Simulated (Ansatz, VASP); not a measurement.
# NbAs in VASP and in Ansatz

```xyz
4
Lattice="-1.7197 1.7197 5.7965 1.7197 -1.7197 5.7965 1.7197 1.7197 -5.7965" Properties=species:S:1:pos:R:3 pbc="T T T"
Nb    0.0000    0.0000   -0.0146
Nb    0.0000    1.7197    2.8837
As    0.0000    0.0000    4.8373
As    1.7197    0.0000    1.9390
```

Alike in both runs: functional PBEsol; k mesh 18 × 18 × 18; occupations gaussian, width 0.1 eV; no spin polarisation.

Ansatz relaxed the structure, and its values are those at the end. VASP's run is a single point on that final structure, the one shown.

|  | VASP | Ansatz |
| --- | --- | --- |
| version | VASP 6.6.1 | Ansatz 0.2.0 |
| potentials or method | VASP PAW PBE potentials, release 64 (Nb_sv, As), cutoff 520 eV | scalar-relativistic, plane waves, PAW |
| valence electrons in the cell | 36 | 56 |

```csv
,VASP,Ansatz,Ansatz less VASP
gap on the k mesh at the Fermi level (eV),none,none,-
pressure (GPa),0.2,0.0,-0.17
```

VASP's potentials were made for PBE, not for PBEsol. A gap of «none» marks a metal or a gap that the smearing closes. The functional is the same, so the differences come from potentials, cutoffs and numerics. VASP's potentials hold 36 valence electrons a cell and Ansatz's 56, so a difference there can come from the potentials and not from the codes.
